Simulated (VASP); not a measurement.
# Si4Se3 (P-43m) in VASP: notebook

The runs below take Si4Se3 through relaxation of cell and atoms, with PBE.

All numbers are computed with VASP 6.6.1; they aren't measurements. Logs are shortened: lines on timing, memory, paths and dates and some standing lists are left out, and cuts for length are marked.

## Step 1: The cell of the first run

Symmetry: P-43m, No. 215, cubic system. Conventional cell: a = 5.200 Å, b = 5.200 Å, c = 5.200 Å, α = 90.00°, β = 90.00°, γ = 90.00°. Within 3.2 Å of Si (site symmetry 3m) lie 3 Se at 2.44 Å and 3 Si at 2.94 Å. Within 3.2 Å of Se (site symmetry -42m) lie 4 Si at 2.44 Å.

## Step 2: Relaxation of cell and atoms, PBE

INCAR

```
PREC = Accurate
ENCUT = 500
EDIFF = 1E-7
ISMEAR = 0
SIGMA = 0.2
LREAL = F
LASPH = T
NELM = 120
ALGO = Normal
ISIF = 3
LWAVE = F
LCHARG = F
GGA = PE
IBRION = 2
NSW = 36
EDIFFG = -0.08
GGA_COMPAT = F
NELMIN = 4
```

KPOINTS

```
regular mesh
0
Gamma
  3 3 3
```

POSCAR

```
Si4Se3
1.0
    5.2000000000      0.0000000000      0.0000000000
    0.0000000000      5.2000000000      0.0000000000
    0.0000000000      0.0000000000      5.2000000000
Si Se
4 3
Direct
    0.2000000000      0.2000000000      0.2000000000
    0.8000000000      0.8000000000      0.2000000000
    0.8000000000      0.2000000000      0.8000000000
    0.2000000000      0.8000000000      0.8000000000
    0.5000000000      0.0000000000      0.5000000000
    0.0000000000      0.5000000000      0.5000000000
    0.5000000000      0.5000000000      0.0000000000
```

Potentials or basis: VASP PAW PBE potentials, release 64 (Si, Se).

Started as:

```sh
$ cat potpaw_PBE.64/Si/POTCAR potpaw_PBE.64/Se/POTCAR > POTCAR
$ mpirun -np 1 vasp_std > vasp.out
```

OUTCAR:

```text
PREC = Accurate
   ENCUT = 500
   EDIFF = 1E-7
   ISMEAR = 0
   LREAL = F
   LASPH = T
   NELM = 120
   ISIF = 3
   GGA = PE
   IBRION = 2
   NSW = 36
   EDIFFG = -0.08
   NELMIN = 4

 ion  position               nearest neighbor table
   1  0.200  0.200  0.200-   5 2.44   6 2.44   7 2.44   2 2.94   3 2.94   4 2.94
   2  0.800  0.800  0.200-   5 2.44   6 2.44   7 2.44   1 2.94   3 2.94   4 2.94
   3  0.800  0.200  0.800-   5 2.44   6 2.44   7 2.44   1 2.94   2 2.94   4 2.94
   4  0.200  0.800  0.800-   5 2.44   6 2.44   7 2.44   1 2.94   2 2.94   3 2.94
   5  0.500  0.000  0.500-   1 2.44   2 2.44   3 2.44   4 2.44
   6  0.000  0.500  0.500-   1 2.44   2 2.44   3 2.44   4 2.44
   7  0.500  0.500  0.000-   1 2.44   2 2.44   3 2.44   4 2.44

  LATTYP: Found a simple cubic cell.
 ALAT       =     5.2000000000

  Lattice vectors:

 A1 = (   5.2000000000,   0.0000000000,   0.0000000000)
 A2 = (   0.0000000000,   5.2000000000,   0.0000000000)
 A3 = (   0.0000000000,   0.0000000000,   5.2000000000)

Analysis of symmetry for initial positions (statically):
=====================================================================
 Subroutine PRICEL returns:
 Original cell was already a primitive cell.

 Routine SETGRP: Setting up the symmetry group for a
 simple cubic supercell.

 Subroutine GETGRP returns: Found 24 space group operations
 (whereof 24 operations were pure point group operations)
 out of a pool of 48 trial point group operations.

The static configuration has the point symmetry T_d .

Analysis of symmetry for dynamics (positions and initial velocities):
=====================================================================
 Subroutine PRICEL returns:
 Original cell was already a primitive cell.

 Routine SETGRP: Setting up the symmetry group for a
 simple cubic supercell.

 Subroutine GETGRP returns: Found 24 space group operations
 (whereof 24 operations were pure point group operations)
 out of a pool of 48 trial point group operations.

The dynamic configuration has the point symmetry T_d .

 Subroutine INISYM returns: Found 24 space group operations
 (whereof 24 operations are pure point group operations),
 and found     1 'primitive' translations

----------------------------------------------------------------------------------------

                                     Primitive cell

  volume of cell :     140.6080

  direct lattice vectors                    reciprocal lattice vectors
     5.200000000  0.000000000  0.000000000     0.192307692  0.000000000  0.000000000
     0.000000000  5.200000000  0.000000000     0.000000000  0.192307692  0.000000000
     0.000000000  0.000000000  5.200000000     0.000000000  0.000000000  0.192307692

  length of vectors
     5.200000000  5.200000000  5.200000000     0.192307692  0.192307692  0.192307692

  position of ions in fractional coordinates (direct lattice)
     0.200000000  0.200000000  0.200000000
     0.800000000  0.800000000  0.200000000
     0.800000000  0.200000000  0.800000000
     0.200000000  0.800000000  0.800000000
     0.500000000  0.000000000  0.500000000
     0.000000000  0.500000000  0.500000000
     0.500000000  0.500000000  0.000000000

  ion indices of the primitive-cell ions
   primitive index   ion index
                 1           1
                 2           2
                 3           3
                 4           4
                 5           5
                 6           6
                 7           7

----------------------------------------------------------------------------------------

 KPOINTS: regular mesh

Automatic generation of k-mesh.
 Grid dimensions read from file:
 generate k-points for:    3    3    3

 Generating k-lattice:

  Cartesian coordinates                     Fractional coordinates (reciprocal lattice)
     0.064102564  0.000000000  0.000000000     0.333333333  0.000000000  0.000000000
     0.000000000  0.064102564  0.000000000     0.000000000  0.333333333  0.000000000
     0.000000000  0.000000000  0.064102564     0.000000000  0.000000000  0.333333333

  Length of vectors
     0.064102564  0.064102564  0.064102564

  Shift w.r.t. Gamma in fractional coordinates (k-lattice)
     0.000000000  0.000000000  0.000000000

 Subroutine IBZKPT returns following result:
 ===========================================

 Found      4 irreducible k-points:

 Following reciprocal coordinates:
            Coordinates               Weight
  0.000000  0.000000  0.000000      1.000000
  0.333333  0.000000  0.000000      6.000000
  0.333333  0.333333  0.000000     12.000000
  0.333333  0.333333  0.333333      8.000000
   k-points           NKPTS =      4   k-points in BZ     NKDIM =      4   number of bands    NBANDS=     21
   number of dos      NEDOS =    301   number of ions     NIONS =      7
   total plane-waves  NPLWV =  64000
   dimension x,y,z NGX =    40 NGY =   40 NGZ =   40
   dimension x,y,z NGXF=    80 NGYF=   80 NGZF=   80
   ions per type =               4   3
   NGX,Y,Z   is equivalent  to a cutoff of  12.79, 12.79, 12.79 a.u.
   NGXF,Y,Z  is equivalent  to a cutoff of  25.58, 25.58, 25.58 a.u.
 SYSTEM =  unknown system
   PREC   = accura    normal or accurate (medium, high low for compatibility)
   ISTART =      0    job   : 0-new  1-cont  2-samecut
   ICHARG =      2    charge: 1-file 2-atom 10-const
   ISPIN  =      1    spin polarized calculation?
   LNONCOLLINEAR =      F non collinear calculations
   LSORBIT =      F    spin-orbit coupling
   LASPH  =      T    aspherical Exc in radial PAW
   ENCUT  =  500.0 eV  36.75 Ry    6.06 a.u.   9.48  9.48  9.48*2*pi/ulx,y,z
   NELM   =    120;   NELMIN=  4; NELMDL= -5     # of ELM steps
   EDIFF  = 0.1E-06   stopping-criterion for ELM
   LREAL  =      F    real-space projection
   EDIFFG = -.8E-01   stopping-criterion for IOM
   NSW    =     36    number of steps for IOM
   IBRION =      2    ionic relax: 0-MD 1-quasi-New 2-CG
   NFREE  =      1    steps in history (QN), initial steepest desc. (CG)
   ISIF   =      3    stress and relaxation
   ISYM   =      2    0-nonsym 1-usesym 2-fastsym
   POTIM  = 0.5000    time-step for ionic-motion
   TEBEG  =    0.0;   TEEND  =   0.0 temperature during run
   PSTRESS=    0.0 pullay stress
   NELECT =      34.0000    total number of electrons
   NUPDOWN=      -1.0000    fix difference up-down
   EMIN   =  10.00;   EMAX   =-10.00  energy-range for DOS
   EFERMI =   0.00;   METHOD = LEGACY
   ISMEAR =     0;   SIGMA  =   0.20  broadening in eV -4-tet -1-fermi 0-gaus
   EFERMI_NEDOS =   21; number of points for ismear=-14 and -15
   IALGO  =     38    algorithm
   IMIX   =      4    mixing-type and parameters
     AMIX     =   0.40;   BMIX     =  1.00
     AMIX_MAG =   1.60;   BMIX_MAG =  1.00
  volume/ion in A,a.u.               =      20.09       135.55
  Fermi-wavevector in a.u.,A,eV,Ry     =   1.019916  1.927362 14.153174  1.040229
  Thomas-Fermi vector in A             =   2.153457
   LORBIT       =      0    0 simple, 1 ext, 2 COOP (PROOUT), +10 PAW based schemes
   GGA     = PE    functional components
   LHFCALC =     F    Hartree Fock is set to
   AEXX    =    0.0000 exact exchange contribution
   IVDW    =     0    specifies the selected vdW correction
   LEPSILON=     F    determine dielectric tensor
   LRPA    =     F    only Hartree local field effects (RPA)
 conjugate gradient relaxation of ions
 non-spin polarized calculation
 Gauss-broadening in eV      SIGMA  =   0.20
  energy-cutoff  :      500.00
  volume of cell :      140.61
 maximum number of plane-waves:      3575
 NGX is ok and might be reduce to    40
   NGX = 19   NGY = 19   NGZ = 19

--------------------------------------- Ionic step        1  -------------------------------------------

 number of electron      34.0000002 magnetization

 Free energy of the ion-electron system (eV)
  ---------------------------------------------------
  ext. energy  EPLUGINS =         0.00000000
  ---------------------------------------------------
  free energy    TOTEN  =       -29.85695046 eV

  energy without entropy =      -29.70760694  energy(sigma->0) =      -29.78227870

------------------------ aborting loop because EDIFF is reached ----------------------------------------

  FORCE on cell =-STRESS in cart. coord.  units (eV):
  Direction    XX          YY          ZZ          XY          YZ          ZX
  --------------------------------------------------------------------------------------
  -------------------------------------------------------------------------------------
  Total        5.1535246      5.1535246      5.1535246      0.0000000      0.0000000      0.0000000
  in kB       58.7225498     58.7225498     58.7225498      0.0000000      0.0000000      0.0000000
  external PRESSURE =      58.7225498 kB  Pullay stress =       0.0000000 kB

 VOLUME and BASIS-vectors are now :
 -----------------------------------------------------------------------------
  energy-cutoff  :      500.00
  volume of cell :      140.61
      direct lattice vectors                 reciprocal lattice vectors
     5.200000000  0.000000000  0.000000000     0.192307692  0.000000000  0.000000000
     0.000000000  5.200000000  0.000000000     0.000000000  0.192307692  0.000000000
     0.000000000  0.000000000  5.200000000     0.000000000  0.000000000  0.192307692
[... 247 lines left out ...]
 POSITION                                       TOTAL-FORCE (eV/Angst)
 -----------------------------------------------------------------------------------
      0.91157      0.91157      0.91157         0.076425      0.076425      0.076425
      4.30920      4.30920      0.91157        -0.076425     -0.076425      0.076425
      4.30920      0.91157      4.30920        -0.076425      0.076425     -0.076425
      0.91157      4.30920      4.30920         0.076425     -0.076425     -0.076425
      2.61038      0.00000      2.61038         0.000000      0.000000      0.000000
      0.00000      2.61038      2.61038         0.000000      0.000000      0.000000
      2.61038      2.61038     -0.00000         0.000000      0.000000      0.000000
 -----------------------------------------------------------------------------------
    total drift:                               -0.000000     -0.000000      0.000000

  FREE ENERGIE OF THE ION-ELECTRON SYSTEM (eV)
  ---------------------------------------------------
  free  energy   TOTEN  =       -31.0595610518 eV

  energy  without entropy=      -30.9128452667  energy(sigma->0) =      -30.98620316

--------------------------------------- Ionic step        8  -------------------------------------------

 number of electron      34.0000003 magnetization

 Free energy of the ion-electron system (eV)
  ---------------------------------------------------
  ext. energy  EPLUGINS =         0.00000000
  ---------------------------------------------------
  free energy    TOTEN  =       -31.06521079 eV

  energy without entropy =      -30.91959233  energy(sigma->0) =      -30.99240156

 E-fermi :   6.1682     XC(G=0):  -9.9244

 val. band max:        6.1462821620   @ k =   0.3333   0.3333   0.0000
 cond. band min:       6.1918444639   @ k =   0.3333   0.3333   0.3333
 fundamental gap:      0.0455623019
 Fermi energy:         6.1681784861

 k-point     1 :       0.0000    0.0000    0.0000
  band No.  band energies     occupation
      1      -9.1565      2.00000
      2      -7.2213      2.00000
      3      -7.2213      2.00000
      4      -3.3997      2.00000
      5      -2.0120      2.00000
      6      -2.0120      2.00000
[... 13 lines left out ...]
     20       5.8775      1.96018
     21       5.8775      1.96018

 k-point     2 :       0.3333    0.0000    0.0000
  band No.  band energies     occupation
      1      -8.7765      2.00000
      2      -7.7707      2.00000
      3      -7.1821      2.00000
      4      -4.0524      2.00000
      5      -1.7473      2.00000
      6      -1.7473      2.00000
[... 13 lines left out ...]
     20       7.8979      0.00000
     21       8.3535      0.00000

 k-point     3 :       0.3333    0.3333    0.0000
  band No.  band energies     occupation
      1      -8.4459      2.00000
      2      -7.7572      2.00000
      3      -7.4872      2.00000
      4      -4.5577      2.00000
      5      -1.5670      2.00000
      6      -1.3273      2.00000
[... 13 lines left out ...]
     20       8.0328      0.00000
     21       8.5472      0.00000

 k-point     4 :       0.3333    0.3333    0.3333
  band No.  band energies     occupation
      1      -8.1859      2.00000
      2      -7.6764      2.00000
      3      -7.6764      2.00000
      4      -4.5285      2.00000
      5      -2.1564      2.00000
      6      -2.1564      2.00000
[... 13 lines left out ...]
     20       8.4011      0.00000
     21       8.5390      0.00000
[... 20 lines left out ...]
 POSITION                                       TOTAL-FORCE (eV/Angst)
 -----------------------------------------------------------------------------------
      0.91316      0.91316      0.91316        -0.032861     -0.032861     -0.032861
      4.28181      4.28181      0.91316         0.032861      0.032861     -0.032861
      4.28181      0.91316      4.28181         0.032861     -0.032861      0.032861
      0.91316      4.28181      4.28181        -0.032861      0.032861      0.032861
      2.59748      0.00000      2.59748         0.000000     -0.000000      0.000000
      0.00000      2.59748      2.59748         0.000000     -0.000000      0.000000
      2.59748      2.59748     -0.00000         0.000000     -0.000000      0.000000
 -----------------------------------------------------------------------------------
    total drift:                                0.000000      0.000000      0.000000

  FREE ENERGIE OF THE ION-ELECTRON SYSTEM (eV)
  ---------------------------------------------------
  free  energy   TOTEN  =       -31.0652107928 eV

  energy  without entropy=      -30.9195923331  energy(sigma->0) =      -30.99240156

 reached required accuracy - stopping structural energy minimisation
```

Run time: 3.1 min. Hardware: 1 thread of Intel Xeon 8259CL, shared host; peak memory 0.24 GiB.

Results:

```yaml
Free_energy: -31.0652 eV
Relaxed_volume: 20.03 Å³/atom
Relaxed_cell: a = 5.195 Å, b = 5.195 Å, c = 5.195 Å, α = 90.00°, β = 90.00°, γ = 90.00°
Space_group_after_relaxing_to_0.1_Å: P-43m (No. 215)
Energy_gained_by_relaxing: 172.6 meV/atom
Ionic_steps: 8
Pressure_after_relaxing: 0.2 GPa
Largest_force_after_relaxing: 0.057 eV/Å
```

Forces in eV/Å, atoms in the order of the input:
```
Si  -0.033 -0.033 -0.033
Si   0.033  0.033 -0.033
Si   0.033 -0.033  0.033
Si  -0.033  0.033  0.033
Se   0.000  0.000  0.000
Se   0.000  0.000  0.000
Se   0.000  0.000  0.000
```

Step by step:
```csv
step,energy change (eV),largest force (eV/Å),pressure (GPa),volume (Å³)
1,0.0000,2.3790,5.87,140.61
2,-0.8021,0.7471,-3.24,156.13
3,-0.8022,0.7413,-3.27,156.19
4,-1.0771,0.4848,-2.51,149.20
5,-1.2000,0.2533,-0.44,141.40
6,-1.2022,0.0924,-0.89,142.62
7,-1.2026,0.1324,-0.77,142.30
8,-1.2083,0.0569,0.18,140.20
```

Final structure:
```
Si Se
1.0
     5.19496    0.00000    0.00000
     0.00000    5.19496    0.00000
     0.00000    0.00000    5.19496
Si Se
4 3
Direct
  0.17578 0.17578 0.17578
  0.82422 0.82422 0.17578
  0.82422 0.17578 0.82422
  0.17578 0.82422 0.82422
  0.50000 0.00000 0.50000
  0.00000 0.50000 0.50000
  0.50000 0.50000 0.00000
```

Levels at points of the mesh, in eV from the Fermi level:
| k point | band 15 | band 16 | band 17 | band 18 | band 19 | band 20 |
| --- | --- | --- | --- | --- | --- | --- |
| (0.00, 0.00, 0.00) | -1.79 | -0.60 | -0.60 | -0.60 | -0.29 | -0.29 |

Caveat: the k points lie up to 0.40 Å⁻¹ apart in the final cell; the highest band is partly filled, so the run has too few bands; the relaxation stopped at a loose force limit of 0.08 eV/Å, so its end isn't a converged minimum.

[end of part 1 of 2]
